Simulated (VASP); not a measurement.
# CeC (CsCl type) (Pm-3m) in VASP: further runs

Runs on CeC (CsCl type). Level: PBE. Tasks: single point, relaxation of cell and atoms.

Program: VASP 6.6.1. These are calculated values, not measurements. Logs are shortened: lines on timing, memory, paths and dates and some standing lists are left out, and cuts for length are marked.

**1. The cell of the first run**

It takes space group Pm-3m (No. 221, cubic). The conventional cell has a = 3.104 Å, b = 3.104 Å, c = 3.104 Å, α = 90.00°, β = 90.00°, γ = 90.00°. Within 3.5 Å of Ce (site symmetry m-3m) lie 8 C at 2.69 Å and 6 Ce at 3.10 Å. C (site symmetry m-3m) has 8 Ce at 2.69 Å and 6 C at 3.10 Å within 3.5 Å.

**2. Single point, PBE, collinear spin, ferromagnetic start**

The input, INCAR:

```
PREC = Accurate
ENCUT = 520
EDIFF = 1E-6
ISMEAR = -1
SIGMA = 0.05
LREAL = False
LASPH = True
NELM = 150
ALGO = Normal
ISIF = 2
LWAVE = False
LCHARG = False
ISPIN = 2
MAGMOM = 1 0
LORBIT = 11
LMAXMIX = 6
GGA = PE
NBANDS = 19
```

The input, KPOINTS:

```
regular mesh
0
Gamma
  12 12 12
```

The input, POSCAR:

```
CeC
1.0
    3.1043829247      0.0000000000      0.0000000000
    0.0000000000      3.1043829247      0.0000000000
    0.0000000000      0.0000000000      3.1043829247
Ce C
1 1
Direct
    0.0000000000      0.0000000000      0.0000000000
    0.5000000000      0.5000000000      0.5000000000
```

Potentials or basis: VASP PAW PBE potentials, release 64 (Ce, C).

Command:

```console
> cat potpaw_PBE.64/Ce/POTCAR potpaw_PBE.64/C/POTCAR > POTCAR
> mpirun -np 1 vasp_std > vasp.out
```

OUTCAR:

```text
PREC = Accurate
   ENCUT = 520
   EDIFF = 1E-6
   ISMEAR = -1
   LREAL = False
   LASPH = True
   NELM = 150
   ISIF = 2
   ISPIN = 2
   LORBIT = 11
   GGA = PE

 ion  position               nearest neighbor table
   1  0.000  0.000  0.000-
   2  0.500  0.500  0.500-

  LATTYP: Found a simple cubic cell.
 ALAT       =     3.1043829247

  Lattice vectors:

 A1 = (   3.1043829247,   0.0000000000,   0.0000000000)
 A2 = (   0.0000000000,   3.1043829247,   0.0000000000)
 A3 = (   0.0000000000,   0.0000000000,   3.1043829247)

Analysis of symmetry for initial positions (statically):
=====================================================================
 Subroutine PRICEL returns:
 Original cell was already a primitive cell.

 Routine SETGRP: Setting up the symmetry group for a
 simple cubic supercell.

 Subroutine GETGRP returns: Found 48 space group operations
 (whereof 48 operations were pure point group operations)
 out of a pool of 48 trial point group operations.

The static configuration has the point symmetry O_h .

Analysis of symmetry for dynamics (positions and initial velocities):
=====================================================================
 Subroutine PRICEL returns:
 Original cell was already a primitive cell.

 Routine SETGRP: Setting up the symmetry group for a
 simple cubic supercell.

 Subroutine GETGRP returns: Found 48 space group operations
 (whereof 48 operations were pure point group operations)
 out of a pool of 48 trial point group operations.

The dynamic configuration has the point symmetry O_h .

Analysis of structural, dynamic, and magnetic symmetry:
=====================================================================
 Subroutine PRICEL returns:
 Original cell was already a primitive cell.

 Routine SETGRP: Setting up the symmetry group for a
 simple cubic supercell.

 Subroutine GETGRP returns: Found 48 space group operations
 (whereof 48 operations were pure point group operations)
 out of a pool of 48 trial point group operations.

The overall configuration has the point symmetry O_h .

 Subroutine INISYM returns: Found 48 space group operations
 (whereof 48 operations are pure point group operations),
 and found     1 'primitive' translations

----------------------------------------------------------------------------------------

                                     Primitive cell

  volume of cell :      29.9175

  direct lattice vectors                    reciprocal lattice vectors
     3.104382925  0.000000000  0.000000000     0.322125210  0.000000000  0.000000000
     0.000000000  3.104382925  0.000000000     0.000000000  0.322125210  0.000000000
     0.000000000  0.000000000  3.104382925     0.000000000  0.000000000  0.322125210

  length of vectors
     3.104382925  3.104382925  3.104382925     0.322125210  0.322125210  0.322125210

  position of ions in fractional coordinates (direct lattice)
     0.000000000  0.000000000  0.000000000
     0.500000000  0.500000000  0.500000000

  ion indices of the primitive-cell ions
   primitive index   ion index
                 1           1
                 2           2

----------------------------------------------------------------------------------------

 KPOINTS: regular mesh

Automatic generation of k-mesh.
 Grid dimensions read from file:
 generate k-points for:   12   12   12

 Generating k-lattice:

  Cartesian coordinates                     Fractional coordinates (reciprocal lattice)
     0.026843767  0.000000000  0.000000000     0.083333333  0.000000000  0.000000000
     0.000000000  0.026843767  0.000000000     0.000000000  0.083333333  0.000000000
     0.000000000  0.000000000  0.026843767     0.000000000  0.000000000  0.083333333

  Length of vectors
     0.026843767  0.026843767  0.026843767

  Shift w.r.t. Gamma in fractional coordinates (k-lattice)
     0.000000000  0.000000000  0.000000000

 Subroutine IBZKPT returns following result:
 ===========================================

 Found     84 irreducible k-points:

 Following reciprocal coordinates:
            Coordinates               Weight
  0.000000  0.000000  0.000000      1.000000
  0.083333  0.000000  0.000000      6.000000
  0.166667  0.000000  0.000000      6.000000
  0.250000  0.000000  0.000000      6.000000
  0.333333  0.000000  0.000000      6.000000
  0.416667  0.000000  0.000000      6.000000
[... 16 lines left out ...]
  0.333333  0.333333  0.000000     12.000000
  0.416667  0.333333  0.000000     24.000000
 [... further k-points ...]
   k-points           NKPTS =     84   k-points in BZ     NKDIM =     84   number of bands    NBANDS=     19
   number of dos      NEDOS =    301   number of ions     NIONS =      2
   total plane-waves  NPLWV =  13824
   dimension x,y,z NGX =    24 NGY =   24 NGZ =   24
   dimension x,y,z NGXF=    48 NGYF=   48 NGZF=   48
   ions per type =               1   1
   NGX,Y,Z   is equivalent  to a cutoff of  12.85, 12.85, 12.85 a.u.
   NGXF,Y,Z  is equivalent  to a cutoff of  25.70, 25.70, 25.70 a.u.
 SYSTEM =  unknown system
   PREC   = accura    normal or accurate (medium, high low for compatibility)
   ISTART =      0    job   : 0-new  1-cont  2-samecut
   ICHARG =      2    charge: 1-file 2-atom 10-const
   ISPIN  =      2    spin polarized calculation?
   LNONCOLLINEAR =      F non collinear calculations
   LSORBIT =      F    spin-orbit coupling
   LASPH  =      T    aspherical Exc in radial PAW
   ENCUT  =  520.0 eV  38.22 Ry    6.18 a.u.   5.77  5.77  5.77*2*pi/ulx,y,z
   NELM   =    150;   NELMIN=  2; NELMDL= -5     # of ELM steps
   EDIFF  = 0.1E-05   stopping-criterion for ELM
   LREAL  =      F    real-space projection
   EDIFFG = 0.1E-04   stopping-criterion for IOM
   NSW    =      0    number of steps for IOM
   IBRION =     -1    ionic relax: 0-MD 1-quasi-New 2-CG
   NFREE  =      0    steps in history (QN), initial steepest desc. (CG)
   ISIF   =      2    stress and relaxation
   ISYM   =      2    0-nonsym 1-usesym 2-fastsym
   POTIM  = 0.5000    time-step for ionic-motion
   TEBEG  =    0.0;   TEEND  =   0.0 temperature during run
   PSTRESS=    0.0 pullay stress
   NELECT =      16.0000    total number of electrons
   NUPDOWN=      -1.0000    fix difference up-down
   EMIN   =  10.00;   EMAX   =-10.00  energy-range for DOS
   EFERMI =   0.00;   METHOD = LEGACY
   ISMEAR =    -1;   SIGMA  =   0.05  broadening in eV -4-tet -1-fermi 0-gaus
   EFERMI_NEDOS =   21; number of points for ismear=-14 and -15
   IALGO  =     38    algorithm
   IMIX   =      4    mixing-type and parameters
     AMIX     =   0.40;   BMIX     =  1.00
     AMIX_MAG =   1.60;   BMIX_MAG =  1.00
  volume/ion in A,a.u.               =      14.96       100.95
  Fermi-wavevector in a.u.,A,eV,Ry     =   1.328841  2.511145 24.025402  1.765817
  Thomas-Fermi vector in A             =   2.458048
   LORBIT       =     11    0 simple, 1 ext, 2 COOP (PROOUT), +10 PAW based schemes
   GGA     = PE    functional components
   LHFCALC =     F    Hartree Fock is set to
   AEXX    =    0.0000 exact exchange contribution
   IVDW    =     0    specifies the selected vdW correction
   LEPSILON=     F    determine dielectric tensor
   LRPA    =     F    only Hartree local field effects (RPA)
 spin polarized calculation
  energy-cutoff  :      520.00
  volume of cell :       29.92
 maximum number of plane-waves:       840
 NGX is ok and might be reduce to    24
   NGX = 11   NGY = 11   NGZ = 11

 number of electron      16.0000000 magnetization       0.0006910

 number of electron      16.0000000 magnetization      -0.0003580

 Free energy of the ion-electron system (eV)
  ---------------------------------------------------
  ext. energy  EPLUGINS =         0.00000000
  ---------------------------------------------------
  free energy    TOTEN  =       -14.54536825 eV

  energy without entropy =      -14.52656297  energy(sigma->0) =      -14.53596561

 E-fermi :   9.4429     XC(G=0): -12.1647

 val. band max:        9.4425820304   @ k =   0.3333   0.0833   0.0000
 cond. band min:       9.4452855544   @ k =   0.2500   0.0833   0.0833
 fundamental gap:      0.0027035239
 Fermi energy:         9.4429276179

 spin component 1

 k-point     1 :       0.0000    0.0000    0.0000
  band No.  band energies     occupation
      1     -25.0654      1.00000
      2      -6.4334      1.00000
      3      -6.4334      1.00000
      4      -6.4334      1.00000
      5      -0.4443      1.00000
      6       8.3830      1.00000
[... 11 lines left out ...]
     18      17.3985      0.00000
     19      17.3985      0.00000
[... 485 lines left out ...]
 k-point    24 :       0.4167    0.3333    0.0000
  band No.  band energies     occupation
      1     -24.4204      1.00000
      2      -8.8005      1.00000
      3      -8.2128      1.00000
      4      -5.8659      1.00000
      5       0.6536      1.00000
      6       7.5778      1.00000
[... 11 lines left out ...]
     18      15.1323      0.00000
     19      15.8554      0.00000

 [... further k-points ...]

 spin component 2

 k-point     1 :       0.0000    0.0000    0.0000
  band No.  band energies     occupation
      1     -25.0655      1.00000
      2      -6.4335      1.00000
      3      -6.4335      1.00000
      4      -6.4335      1.00000
      5      -0.4444      1.00000
      6       8.3828      1.00000
[... 11 lines left out ...]
     18      17.3985      0.00000
     19      17.3985      0.00000
[... 485 lines left out ...]
 k-point    24 :       0.4167    0.3333    0.0000
  band No.  band energies     occupation
      1     -24.4204      1.00000
      2      -8.8006      1.00000
      3      -8.2129      1.00000
      4      -5.8660      1.00000
      5       0.6536      1.00000
      6       7.5777      1.00000
[... 11 lines left out ...]
     18      15.1322      0.00000
     19      15.8553      0.00000

 [... further k-points ...]

------------------------ aborting loop because EDIFF is reached ----------------------------------------

  FORCE on cell =-STRESS in cart. coord.  units (eV):
  Direction    XX          YY          ZZ          XY          YZ          ZX
  --------------------------------------------------------------------------------------
  -------------------------------------------------------------------------------------
  Total       -0.0298562     -0.0298562     -0.0298562     -0.0000000      0.0000000      0.0000000
  in kB       -1.5988901     -1.5988901     -1.5988901     -0.0000000      0.0000000      0.0000000
  external PRESSURE =      -1.5988901 kB  Pullay stress =       0.0000000 kB

 VOLUME and BASIS-vectors are now :
 -----------------------------------------------------------------------------
  energy-cutoff  :      520.00
  volume of cell :       29.92
      direct lattice vectors                 reciprocal lattice vectors
     3.104382925  0.000000000  0.000000000     0.322125210  0.000000000  0.000000000
     0.000000000  3.104382925  0.000000000     0.000000000  0.322125210  0.000000000
     0.000000000  0.000000000  3.104382925     0.000000000  0.000000000  0.322125210

 POSITION                                       TOTAL-FORCE (eV/Angst)
 -----------------------------------------------------------------------------------
      0.00000      0.00000      0.00000         0.000000      0.000000      0.000000
      1.55219      1.55219      1.55219         0.000000      0.000000      0.000000
 -----------------------------------------------------------------------------------
    total drift:                                0.000000      0.000000     -0.000000

  FREE ENERGIE OF THE ION-ELECTRON SYSTEM (eV)
  ---------------------------------------------------
  free  energy   TOTEN  =       -14.5453682549 eV

  energy  without entropy=      -14.5265629747  energy(sigma->0) =      -14.53596561

 total charge

# of ion       s       p       d       f       tot
--------------------------------------------------
    1        2.055   5.684   1.038   1.107   9.883
    2        0.897   1.354   0.000   0.000   2.252
--------------------------------------------------
tot          2.952   7.038   1.038   1.107  12.135

 magnetization (x)

# of ion       s       p       d       f       tot
--------------------------------------------------
    1        0.000   0.000  -0.000  -0.000  -0.000
    2       -0.000  -0.000   0.000   0.000  -0.000
--------------------------------------------------
tot          0.000  -0.000  -0.000  -0.000  -0.000
```

Run time: 94 s. Hardware: 1 thread of Intel Xeon Platinum 8259CL at 2.50GHz (Skylake/Cascade Lake), shared host; peak memory 0.22 GiB.

Results:

- Free energy: -14.5454 eV
- Pressure: -0.2 GPa
- Band gap on the k mesh: zero (filled and empty bands overlap)
- Net moment: 0.00 μB per cell
- Valence electrons inside the program's atomic spheres: Ce 9.88; C 2.25

Levels at points of the mesh, in eV from the Fermi level:
Spin up:
```
           k point  band 6  band 7  band 8  band 9  band 10  band 11
(0.00, 0.00, 0.00)   -1.06   -1.06    0.20    0.20     0.20     0.89
(0.50, 0.00, 0.00)   -3.58   -0.56   -0.56    0.17     0.36     0.75
(0.50, 0.50, 0.00)   -1.00   -1.00   -0.21    1.02     1.02     1.18
(0.50, 0.50, 0.50)   -4.56   -4.56   -4.56    0.93     0.93     0.93
```
Spin down:
```tsv
k point	band 4	band 5	band 6	band 7	band 8	band 9	band 10	band 11	band 12	band 13
(0.00, 0.00, 0.00)	-15.88	-9.89	-1.06	-1.06	0.20	0.20	0.20	0.89	0.89	0.89
(0.50, 0.00, 0.00)	-15.50	-7.24	-3.58	-0.56	-0.56	0.17	0.36	0.75	0.98	0.98
(0.50, 0.50, 0.00)	-15.21	-9.44	-1.00	-1.00	-0.21	1.02	1.02	1.18	1.45	1.47
(0.50, 0.50, 0.50)	-17.65	-7.64	-4.56	-4.56	-4.56	0.93	0.93	0.93	1.37	1.37
```

Caveat: the magnetic or orbital state may not be the lowest; the moments typed at the start vanished in this run; spin-orbit coupling is left out, which moves the levels of the heavy elements; semilocal functionals describe open f shells poorly, which spoils levels, moments and volumes. The state reached can hang on the start; a lower one may exist.

**3. Single point, PBE, collinear spin, ferromagnetic start**

The input, INCAR:

```
SYSTEM = CeC
PREC = Accurate
ENCUT = 520
EDIFF = 1E-7
ISMEAR = -1
SIGMA = 0.05
LREAL = .FALSE.
LASPH = .TRUE.
NELM = 150
ALGO = Normal
ISIF = 2
LWAVE = .FALSE.
LCHARG = .FALSE.
ISPIN = 2
MAGMOM = 1 0
LORBIT = 11
LMAXMIX = 6
GGA = PE
NBANDS = 19
```

The input, KPOINTS:

```
Automatic mesh
0
G
  12 12 12
  0 0 0
```

POSCAR is that of step 2.

Potentials or basis: VASP PAW PBE potentials, release 64 (Ce, C).

Command:

```console
> cat potpaw_PBE.64/Ce/POTCAR potpaw_PBE.64/C/POTCAR > POTCAR
> mpirun -np 1 vasp_std > vasp.out
```

Run time: 95 s. Hardware: 1 thread of Intel Xeon Platinum 8259CL at 2.50GHz (Skylake/Cascade Lake), shared host; peak memory 0.22 GiB.

It converged, with:

```
Free energy                                           : -14.5454 eV
Pressure                                              : -0.2 GPa
Band gap on the k mesh                                : zero (filled and empty bands overlap)
Net moment                                            : 0.00 μB per cell
Valence electrons inside the program's atomic spheres : Ce 9.88; C 2.25
```

Levels at points of the mesh, in eV from the Fermi level:
Spin up:
| k point | band 5 | band 6 | band 7 | band 8 | band 9 | band 10 | band 11 | band 12 |
| --- | --- | --- | --- | --- | --- | --- | --- | --- |
| (0.00, 0.00, 0.00) | -9.89 | -1.06 | -1.06 | 0.20 | 0.20 | 0.20 | 0.89 | 0.89 |
| (0.50, 0.00, 0.00) | -7.24 | -3.58 | -0.56 | -0.56 | 0.17 | 0.36 | 0.75 | 0.98 |
| (0.50, 0.50, 0.00) | -9.44 | -1.00 | -1.00 | -0.21 | 1.02 | 1.02 | 1.18 | 1.45 |
| (0.50, 0.50, 0.50) | -7.64 | -4.56 | -4.56 | -4.56 | 0.93 | 0.93 | 0.93 | 1.37 |
Spin down:
```csv
k point,band 5,band 6,band 7,band 8,band 9,band 10,band 11,band 12
"(0.00, 0.00, 0.00)",-9.89,-1.06,-1.06,0.20,0.20,0.20,0.89,0.89
"(0.50, 0.00, 0.00)",-7.24,-3.58,-0.56,-0.56,0.17,0.36,0.75,0.98
"(0.50, 0.50, 0.00)",-9.44,-1.00,-1.00,-0.21,1.02,1.02,1.18,1.45
"(0.50, 0.50, 0.50)",-7.64,-4.56,-4.56,-4.56,0.93,0.93,0.93,1.37
```

Caveat: the magnetic or orbital state may not be the lowest; the moments typed at the start vanished in this run; spin-orbit coupling is left out, which moves the levels of the heavy elements; semilocal functionals describe open f shells poorly, which spoils levels, moments and volumes. The state reached can hang on the start; a lower one may exist.

(Continued in part 2 of 2.)
